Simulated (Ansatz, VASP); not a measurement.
## One calculation of Au, two programs

Contents of INCAR:

```
ALGO     = Normal         # electronic algorithm
EDIFF    = 1E-6           # SCF threshold, eV
ENCUT    = 520            # plane-wave cutoff, eV
GGA      = PE             # functional
ISIF     = 2              # what is computed and relaxed
ISMEAR   = -1             # smearing method
LASPH    = T              # aspherical terms in the spheres
LCHARG   = T              # write CHGCAR
LELF     = T              # ELF
LREAL    = F              # projectors in reciprocal space
LVHAR    = T            
LWAVE    = F              # write WAVECAR
NBANDS   = 12             # bands
NELM     = 60             # most SCF steps
PREC     = Accurate       # precision mode
SIGMA    = 0.05           # smearing width, eV
```

KPOINTS

```
k-points
0
Gamma
  9 9 9
```

The input POSCAR:

```
Au
1.0
    0.0000000000      2.0350000000      2.0553500000
    2.0350000000      0.0000000000      2.0553500000
    2.0350000000      2.0350000000      0.0000000000
Au
1
Direct
    0.0000000000      0.0000000000      0.0000000000
```

Contents of input.yaml:

```yaml
crystal:
  lattice:
    - [0.0, 2.035, 2.05535]
    - [2.035, 0.0, 2.05535]
    - [2.035, 2.035, 0.0]
  atoms:
    - { symbol: Au, position: [0.0, 0.0, 0.0] }
hamiltonian:
  xc: pbe
  pseudopotentials: { kind: paw }
kpoints:
  mp_grid: { grid: [9, 9, 9] }
scf:
  occupations: { method: fermi_dirac, width: 0.05 }
output:
  forces: true
  stress: true
  eigenvalues: true
```

Alike in both runs: task single point; functional PBE; k mesh 9 × 9 × 9; occupations fermi-dirac, width 0.05 eV; no spin polarisation.

|  | VASP | Ansatz |
| --- | --- | --- |
| version | VASP 6.6.1 | Ansatz 0.2.0 |
| potentials or method | VASP PAW PBE potentials, release 64 (Au) | Ansatz PAW |
| plane-wave cutoff (eV) | 520 | 420 |
| valence electrons in the cell | 11 | 19 |

Ansatz gave:

```
gap on the k mesh at the Fermi level (eV)                     : none
pressure (GPa)                                                : 8.8
traceless stress, the component that is largest in VASP (GPa) : -0.29
```

**Question.** Estimate VASP's values.

**Answer.** gap on the k mesh at the Fermi level (eV): none; pressure (GPa): 8.5; traceless stress, the component that is largest in VASP (GPa): -0.29.

A gap of «none» marks a metal or a gap that the smearing closes. VASP's potentials hold 11 valence electrons a cell and Ansatz's 19, so a difference there can come from the potentials and not from the codes.

Spin-orbit coupling is off throughout.
